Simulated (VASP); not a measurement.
# GaP (R-3m) in VASP: notebook, part 2 of 2

VASP 6.6.1. The steps go on from the part before.

## Step 4: Single point, LDA (19.12 Å³/atom)

This run uses another cell than the first one, of 19.12 Å³/atom.

The input, INCAR:

```
SYSTEM = GaP
ALGO     = Normal         ! electronic algorithm
EDIFF    = 1E-6           ! SCF threshold, eV
ENCUT    = 520            ! plane-wave cutoff, eV
GGA      = CA             ! functional
ISIF     = 2              ! what is computed and relaxed
ISMEAR   = 0              ! smearing method
LASPH    = .True.         ! aspherical terms in the spheres
LCHARG   = .True.         ! write CHGCAR
LELF     = .True.         ! ELF
LREAL    = .False.        ! projectors in reciprocal space
LVHAR    = .True.       
LWAVE    = .False.        ! write WAVECAR
NBANDS   = 26             ! bands
NELM     = 60             ! most SCF steps
PREC     = Accurate       ! precision mode
SIGMA    = 0.05           ! smearing width, eV
```

The input, KPOINTS:

```
k-points
0
Gamma
  9 9 9
  0 0 0
```

The input, POSCAR:

```
GaP
1.0
    1.7695739060      1.0216639710      7.0493925834
   -1.7695739060      1.0216639710      7.0493925834
    0.0000000000     -2.0433279419      7.0493925834
Ga P
2 2
Direct
    0.4359784395      0.4359784395      0.4359784395
    0.5640215605      0.5640215605      0.5640215605
    0.0580350955      0.0580350955      0.0580350955
    0.9419649045      0.9419649045      0.9419649045
```

On the command line:

```bash
$ cat potpaw_LDA.64/Ga_d/POTCAR potpaw_LDA.64/P/POTCAR > POTCAR
$ mpirun -np 1 vasp_std > vasp.out
```

Wall time 7.6 min (1 thread of Intel Xeon 8259CL, shared host); peak memory 0.37 GiB.

It converged, with:

| Property | Result |
| --- | --- |
| Free energy | -19.3754 eV |
| Pressure | 5.6 GPa |
| Largest force | 1.280 eV/Å |
| Band gap on the k mesh | zero (bands 18 and 19 overlap by 0.50 eV) |

Forces in eV/Å, atoms in the order of the input:
```
Ga   0.000  0.000  0.904
Ga   0.000  0.000 -0.904
P    0.000  0.000 -1.280
P    0.000  0.000  1.280
```

Stress tensor (GPa, compression positive):
```
 15.64   0.00   0.00
  0.00  15.64   0.00
  0.00   0.00 -14.45
```

Levels at points of the mesh, in eV from the Fermi level:
```
           k point  band 16  band 17  band 18  band 19  band 20  band 21
(0.00, 0.00, 0.00)    -0.77    -0.77     0.29     0.29     3.00     4.03
```

Caveat: the stress differs along the axes, from -14 to 16 GPa; semilocal functionals underestimate gaps, and a narrow one can read as zero; forces of over 1 eV/Å act on the atoms, so gaps and moduli don't describe the material at rest.

## Step 5: Single point, LDA (19.12 Å³/atom)

This run uses another cell than the first one, of 19.12 Å³/atom.

The input, INCAR:

```
PREC = Accurate
ENCUT = 520
EDIFF = 1E-6
ISMEAR = 0
SIGMA = 0.05
LREAL = F
LASPH = T
NELM = 80
ALGO = Normal
ISIF = 2
LWAVE = F
LCHARG = T
GGA = CA
LELF = T
LVHAR = T
NBANDS = 26
```

The input, KPOINTS:

```
Automatic mesh
0
Gamma
  9 9 9
```

The input, POSCAR:

```
GaP
1.0
    1.9978385780      1.1534526408      5.5305499409
   -1.9978385780      1.1534526408      5.5305499409
    0.0000000000     -2.3069052816      5.5305499409
Ga P
2 2
Direct
    0.4359784395      0.4359784395      0.4359784395
    0.5640215605      0.5640215605      0.5640215605
    0.0580350955      0.0580350955      0.0580350955
    0.9419649045      0.9419649045      0.9419649045
```

Potentials or basis: VASP PAW LDA potentials, release 64 (Ga_d, P).

On the command line:

```bash
$ cat potpaw_LDA.64/Ga_d/POTCAR potpaw_LDA.64/P/POTCAR > POTCAR
$ mpirun -np 1 vasp_std > vasp.out
```

OUTCAR:

```text
PREC = Accurate
   ENCUT = 520
   EDIFF = 1E-6
   ISMEAR = 0
   LREAL = F
   LASPH = T
   NELM = 80
   ISIF = 2
   GGA = CA

 ion  position               nearest neighbor table
   1  0.436  0.436  0.436-   2 2.12   3 2.42   3 2.42   3 2.42
   2  0.564  0.564  0.564-   1 2.12   4 2.42   4 2.42   4 2.42
   3  0.058  0.058  0.058-   4 1.93   1 2.42   1 2.42   1 2.42
   4  0.942  0.942  0.942-   3 1.93   2 2.42   2 2.42   2 2.42

  LATTYP: Found a trigonal (rhomboedric) cell.
 ALAT       =     5.9923947323
[... 887 lines left out ...]
     25      13.6530      0.00000
     26      14.4399      0.00000

 [... further k-points ...]
[... 5 lines left out ...]
  --------------------------------------------------------------------------------------
  -------------------------------------------------------------------------------------
  Total       -3.5787584     -3.5787584     21.4243796      0.0000000      0.0000000     -0.0000000
  in kB      -74.9830733    -74.9830733    448.8891462      0.0000000      0.0000000     -0.0000000
  external PRESSURE =      99.6409999 kB  Pullay stress =       0.0000000 kB

 VOLUME and BASIS-vectors are now :
 -----------------------------------------------------------------------------
  energy-cutoff  :      520.00
  volume of cell :       76.47
      direct lattice vectors                 reciprocal lattice vectors
     1.997838578  1.153452641  5.530549941     0.250270470  0.144493723  0.060271282
    -1.997838578  1.153452641  5.530549941    -0.250270470  0.144493723  0.060271282
     0.000000000 -2.306905282  5.530549941     0.000000000 -0.288987447  0.060271282

 POSITION                                       TOTAL-FORCE (eV/Angst)
 -----------------------------------------------------------------------------------
      0.00000      0.00000      7.23360         0.000000      0.000000     -2.756138
      0.00000      0.00000      9.35805         0.000000     -0.000000      2.756138
      0.00000      0.00000      0.96290         0.000000      0.000000      4.906465
      0.00000      0.00000     15.62875         0.000000      0.000000     -4.906465
 -----------------------------------------------------------------------------------
    total drift:                                0.000000      0.000000      0.000000

  FREE ENERGIE OF THE ION-ELECTRON SYSTEM (eV)
  ---------------------------------------------------
  free  energy   TOTEN  =       -18.9605976548 eV

  energy  without entropy=      -18.9600200377  energy(sigma->0) =      -18.96030885
```

stdout:

```text
POSCAR found type information on POSCAR GaP
 POSCAR found :  2 types and       4 ions
 scaLAPACK will be used
 LDA part: xc-table for (Slater(with rela. corr.)+CA(PZ))
 , standard interpolation
 POSCAR, INCAR and KPOINTS ok, starting setup
 FFT: planning ... GRIDC
 FFT: planning ... GRID_SOFT
 FFT: planning ... GRID
 WAVECAR not read
 entering main loop
```

Wall time 5.9 min (1 thread of Intel Xeon 8259CL, shared host); peak memory 0.31 GiB.

What came out:

```yaml
Free_energy: -18.9606 eV
Pressure: 10.0 GPa
Largest_force: 4.906 eV/Å
Band_gap_on_the_k_mesh: zero (bands 18 and 19 overlap by 0.20 eV)
```

Forces on the atoms (eV/Å):
```
Ga   0.000  0.000 -2.756
Ga   0.000  0.000  2.756
P    0.000  0.000  4.906
P    0.000  0.000 -4.906
```

Stress tensor (GPa, compression positive):
```
-7.50  0.00  0.00
 0.00 -7.50  0.00
 0.00  0.00 44.89
```

Levels at points of the mesh, in eV from the Fermi level:
```csv
k point,band 15,band 16,band 17,band 18,band 19,band 20,band 21,band 22
"(0.00, 0.00, 0.00)",-2.91,-0.16,0.00,0.09,0.09,1.61,2.80,2.80
```

Caveat: the stress differs along the axes, from -7 to 45 GPa; semilocal functionals underestimate gaps, and a narrow one can read as zero; forces of over 1 eV/Å act on the atoms, so gaps and moduli don't describe the material at rest.

## Step 6: Single point, LDA (19.12 Å³/atom)

This run uses another cell than the first one, of 19.12 Å³/atom.

The input, INCAR:

```
SYSTEM = GaP
ALGO = Normal
EDIFF = 1E-6
ENCUT = 520
GGA = CA
ISIF = 2
ISMEAR = 0
LASPH = .True.
LCHARG = .False.
LREAL = .False.
LWAVE = .False.
NBANDS = 26
NELM = 100
PREC = Accurate
SIGMA = 0.05
```

The input, KPOINTS:

```
k-points
0
Gamma
  9 9 9
  0 0 0
```

The input, POSCAR:

```
GaP
1.0
    1.8057189956      1.0425323482      6.7700016582
   -1.8057189956      1.0425323482      6.7700016582
    0.0000000000     -2.0850646963      6.7700016582
Ga P
2 2
Direct
    0.4359784395      0.4359784395      0.4359784395
    0.5640215605      0.5640215605      0.5640215605
    0.0580350955      0.0580350955      0.0580350955
    0.9419649045      0.9419649045      0.9419649045
```

Potentials or basis: VASP PAW LDA potentials, release 64 (Ga_d, P).

On the command line:

```bash
$ cat potpaw_LDA.64/Ga_d/POTCAR potpaw_LDA.64/P/POTCAR > POTCAR
$ mpirun -np 1 vasp_std > vasp.out
```

It took 9 min on 1 thread of Intel Xeon 8259CL, shared host; peak memory 0.35 GiB.

Results (log left out):

```yaml
Free_energy: -19.9049 eV
Pressure: 3.7 GPa
Largest_force: 1.108 eV/Å
Band_gap_on_the_k_mesh: zero (filled and empty bands touch)
```

Forces in eV/Å, atoms in the order of the input:
```
Ga   0.000  0.000  0.702
Ga   0.000  0.000 -0.702
P    0.000  0.000 -1.108
P    0.000  0.000  1.108
```

Stress tensor (GPa, compression positive):
```
 11.68   0.00   0.00
  0.00  11.68   0.00
  0.00   0.00 -12.13
```

Levels at points of the mesh, in eV from the Fermi level:
| k point | band 14 | band 15 | band 16 | band 17 | band 18 | band 19 | band 20 | band 21 | band 22 | band 23 |
| --- | --- | --- | --- | --- | --- | --- | --- | --- | --- | --- |
| (0.00, 0.00, 0.00) | -1.33 | -1.33 | -0.86 | -0.06 | -0.02 | -0.02 | 2.20 | 3.39 | 4.08 | 4.08 |

Caveat: the stress differs along the axes, from -12 to 12 GPa; semilocal functionals underestimate gaps, and a narrow one can read as zero; forces of over 1 eV/Å act on the atoms, so gaps and moduli don't describe the material at rest.

## Step 7: Overview

```csv
cell,gap on the mesh (eV),pressure (GPa),largest force (eV/Å)
"a = 5.937 Å, angles 39.0°, 4 atoms",none,13.2,5.40
"a = 7.018 Å, angles 29.5°, 4 atoms",none,6.6,1.24
"a = 7.340 Å, angles 27.9°, 4 atoms",none,5.6,1.28
"a = 5.992 Å, angles 39.0°, 4 atoms",none,10.0,4.91
"a = 7.084 Å, angles 29.5°, 4 atoms",none,3.7,1.11
```

Alike in all rows: task single point; level LDA; potentials or basis VASP PAW LDA potentials, release 64 (Ga_d, P); no spin polarisation; k mesh 9 × 9 × 9; cutoff (eV) 520; smearing gaussian 0.05 eV.

Caveats: semilocal functionals underestimate gaps, and a narrow one can read as zero; forces of over 1 eV/Å act on the atoms, so gaps and moduli don't describe the material at rest; the stress differs along the axes, from -6 to 51 GPa (at least some runs); the stress differs along the axes, from -10 to 15 GPa (at least some runs); the stress differs along the axes, from -14 to 16 GPa (at least some runs); the stress differs along the axes, from -7 to 45 GPa (at least some runs); the stress differs along the axes, from -12 to 12 GPa (at least some runs).

Total energies depend on the potentials used, so only differences within one code and one set of settings carry meaning.
